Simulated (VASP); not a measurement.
# Co (P6_3/mmc) in VASP: single point with PBEsol

Aim: the single point of Co with PBEsol.

Everything below comes from runs of VASP 6.6.1. Logs are shortened: lines on timing, memory, paths and dates and some standing lists are left out, and cuts for length are marked.

## Step 1: The cell of the first run

The structure is hexagonal, space group P6_3/mmc (No. 194). Conventional cell: a = 2.458 Å, b = 2.458 Å, c = 3.955 Å, α = 90.00°, β = 90.00°, γ = 120.00°. Within 3.2 Å of Co (site symmetry -6m2) lie 12 Co at 2.43 to 2.46 Å.

## Step 2: Single point, PBEsol, collinear spin, ferromagnetic start

Input file INCAR:

```
SYSTEM = Co
PREC = Accurate ; ENCUT = 690
EDIFF = 1E-6 ; ISMEAR = -1
SIGMA = 0.02 ; LREAL = .False.
LASPH = .True. ; NELM = 200
ALGO = Normal ; ISIF = 2
LWAVE = .False. ; LCHARG = .False.
ISPIN = 2 ; MAGMOM = 2.5 2.5
LORBIT = 11 ; LMAXMIX = 4
GGA = PS ; NBANDS = 28
GGA_COMPAT = .False.
```

Input file KPOINTS:

```
regular mesh
0
Gamma
  12 12 6
  0 0 0
```

Input file POSCAR:

```
Co
1.0
    2.4575393778      0.0000000000      0.0000000000
   -1.2287696889      2.1282915320      0.0000000000
    0.0000000000      0.0000000000      3.9552721783
Co
2
Direct
    0.3333333333      0.6666666667      0.2500000000
    0.6666666667      0.3333333333      0.7500000000
```

Potentials or basis: VASP PAW PBE potentials, release 64 (Co_sv).

Run with:

```bash
$ cat potpaw_PBE.64/Co_sv/POTCAR > POTCAR
$ mpirun -np 1 vasp_std > vasp.out
```

OUTCAR:

```text
SYSTEM = Co
   PREC = Accurate
   ENCUT = 690
   EDIFF = 1E-6
   ISMEAR = -1
   LREAL = .False.
   LASPH = .True.
   NELM = 200
   ISIF = 2
   ISPIN = 2
   LORBIT = 11
   GGA = PS

 ion  position               nearest neighbor table
   1  0.333  0.667  0.250-   2 2.43   2 2.43   2 2.43   2 2.43   2 2.43   2 2.43
   2  0.667  0.333  0.750-   1 2.43   1 2.43   1 2.43   1 2.43   1 2.43   1 2.43

  LATTYP: Found a hexagonal cell.
 ALAT       =     2.4575393778
 C/A-ratio  =     1.6094440700

  Lattice vectors:

 A1 = (   2.4575393778,   0.0000000000,   0.0000000000)
 A2 = (  -1.2287696889,   2.1282915320,   0.0000000000)
 A3 = (   0.0000000000,   0.0000000000,   3.9552721783)

Analysis of symmetry for initial positions (statically):
=====================================================================
 Subroutine PRICEL returns:
 Original cell was already a primitive cell.

 Routine SETGRP: Setting up the symmetry group for a
 hexagonal supercell.

 Subroutine GETGRP returns: Found 24 space group operations
 (whereof 12 operations were pure point group operations)
 out of a pool of 24 trial point group operations.

The static configuration has the point symmetry D_3d.
 The point group associated with its full space group is D_6h.

Analysis of symmetry for dynamics (positions and initial velocities):
=====================================================================
 Subroutine PRICEL returns:
 Original cell was already a primitive cell.

 Routine SETGRP: Setting up the symmetry group for a
 hexagonal supercell.

 Subroutine GETGRP returns: Found 24 space group operations
 (whereof 12 operations were pure point group operations)
 out of a pool of 24 trial point group operations.

The dynamic configuration has the point symmetry D_3d.
 The point group associated with its full space group is D_6h.

Analysis of structural, dynamic, and magnetic symmetry:
=====================================================================
 Subroutine PRICEL returns:
 Original cell was already a primitive cell.

 Routine SETGRP: Setting up the symmetry group for a
 hexagonal supercell.

 Subroutine GETGRP returns: Found 24 space group operations
 (whereof 12 operations were pure point group operations)
 out of a pool of 24 trial point group operations.

The overall configuration has the point symmetry D_3d.
 The point group associated with its full space group is D_6h.
[... 116 lines left out ...]
   IALGO  =     38    algorithm
   IMIX   =      4    mixing-type and parameters
     AMIX     =   0.40;   BMIX     =  1.00
     AMIX_MAG =   1.60;   BMIX_MAG =  1.00
  volume/ion in A,a.u.               =      10.34        69.80
  Fermi-wavevector in a.u.,A,eV,Ry     =   1.931962  3.650878 50.783411  3.732475
  Thomas-Fermi vector in A             =   2.963829
   LORBIT       =     11    0 simple, 1 ext, 2 COOP (PROOUT), +10 PAW based schemes
   GGA     = PS    functional components
   LHFCALC =     F    Hartree Fock is set to
   AEXX    =    0.0000 exact exchange contribution
   IVDW    =     0    specifies the selected vdW correction
   LEPSILON=     F    determine dielectric tensor
   LRPA    =     F    only Hartree local field effects (RPA)
 spin polarized calculation
  energy-cutoff  :      690.00
  volume of cell :       20.69
 maximum number of plane-waves:       864
 NGX is ok and might be reduce to    24
   NGX = 11   NGY = 11   NGZ = 17

 number of electron      34.0000003 magnetization       3.0667560

 Free energy of the ion-electron system (eV)
  ---------------------------------------------------
  ext. energy  EPLUGINS =         0.00000000
  ---------------------------------------------------
  free energy    TOTEN  =       -15.62787185 eV

  energy without entropy =      -15.62547689  energy(sigma->0) =      -15.62667437

 E-fermi :  12.5802     XC(G=0): -14.4060

 val. band max:       12.5705901899   @ k =   0.2500   0.1667   0.0000
 cond. band min:      12.5804775878   @ k =   0.1667   0.1667   0.3333
 fundamental gap:      0.0098873978
 Fermi energy:        12.5801846084

 spin component 1

 k-point     1 :       0.0000    0.0000    0.0000
  band No.  band energies     occupation
      1     -83.1635      1.00000
      2     -83.0911      1.00000
      3     -46.7152      1.00000
      4     -46.3909      1.00000
      5     -46.3909      1.00000
      6     -46.3325      1.00000
[... 733 lines left out ...]
     27      36.3959      0.00000
     28      37.4854      0.00000

 [... further k-points ...]

 spin component 2

 k-point     1 :       0.0000    0.0000    0.0000
  band No.  band energies     occupation
      1     -81.2189      1.00000
      2     -81.1415      1.00000
      3     -44.8425      1.00000
      4     -44.4882      1.00000
      5     -44.4882      1.00000
      6     -44.4258      1.00000
[... 733 lines left out ...]
     27      36.8176      0.00000
     28      37.8638      0.00000

 [... further k-points ...]

------------------------ aborting loop because EDIFF is reached ----------------------------------------

  FORCE on cell =-STRESS in cart. coord.  units (eV):
  Direction    XX          YY          ZZ          XY          YZ          ZX
  --------------------------------------------------------------------------------------
  -------------------------------------------------------------------------------------
  Total       -0.2040151     -0.2040151     -0.2074284      0.0000000     -0.0000000      0.0000000
  in kB      -15.8002885    -15.8002885    -16.0646319      0.0000000     -0.0000000      0.0000000
  external PRESSURE =     -15.8884030 kB  Pullay stress =       0.0000000 kB

 VOLUME and BASIS-vectors are now :
 -----------------------------------------------------------------------------
  energy-cutoff  :      690.00
  volume of cell :       20.69
      direct lattice vectors                 reciprocal lattice vectors
     2.457539378  0.000000000  0.000000000     0.406911079  0.234930221  0.000000000
    -1.228769689  2.128291532  0.000000000     0.000000000  0.469860442  0.000000000
     0.000000000  0.000000000  3.955272178     0.000000000  0.000000000  0.252827101

 POSITION                                       TOTAL-FORCE (eV/Angst)
 -----------------------------------------------------------------------------------
     -0.00000      1.41886      0.98882        -0.000000     -0.000000      0.000000
      1.22877      0.70943      2.96645         0.000000      0.000000      0.000000
 -----------------------------------------------------------------------------------
    total drift:                               -0.000000      0.000000     -0.000000

  FREE ENERGIE OF THE ION-ELECTRON SYSTEM (eV)
  ---------------------------------------------------
  free  energy   TOTEN  =       -15.6278718539 eV

  energy  without entropy=      -15.6254768895  energy(sigma->0) =      -15.62667437

 total charge

# of ion       s       p       d       tot
------------------------------------------
    1        2.256   6.133   6.702  15.092
    2        2.256   6.133   6.702  15.092
--------------------------------------------------
tot          4.512  12.266  13.405  30.183

 magnetization (x)

# of ion       s       p       d       tot
------------------------------------------
    1       -0.006  -0.014   1.613   1.593
    2       -0.006  -0.014   1.613   1.593
--------------------------------------------------
tot         -0.011  -0.028   3.226   3.186
```

stdout:

```text
POSCAR found type information on POSCAR Co
 POSCAR found :  1 types and       2 ions
 scaLAPACK will be used
 -----------------------------------------------------------------------------
|                                                                             |
|                                                                             |
|     You enforced a specific xc type in the INCAR file but a different       |
|     I HOPE YOU KNOW WHAT YOU ARE DOING!                                     |
|                                                                             |
 -----------------------------------------------------------------------------

 LDA part: xc-table for (Slater+PW92), standard interpolation
 POSCAR, INCAR and KPOINTS ok, starting setup
 FFT: planning ... GRIDC
 FFT: planning ... GRID_SOFT
 FFT: planning ... GRID
 WAVECAR not read
 entering main loop
```

Run time: 54 s. Hardware: 1 thread of Intel Xeon 6975P-C (Granite Rapids), shared host; peak memory 0.22 GiB.

Results:

* Free energy: -15.6279 eV
* Pressure: -1.6 GPa
* Net moment: 3.07 μB per cell
* Site moments: Co +1.59 μB
* Valence electrons inside the program's atomic spheres: Co 15.09

Caveat: the PAW data sets were made with another functional, which shifts forces and pressure a little.
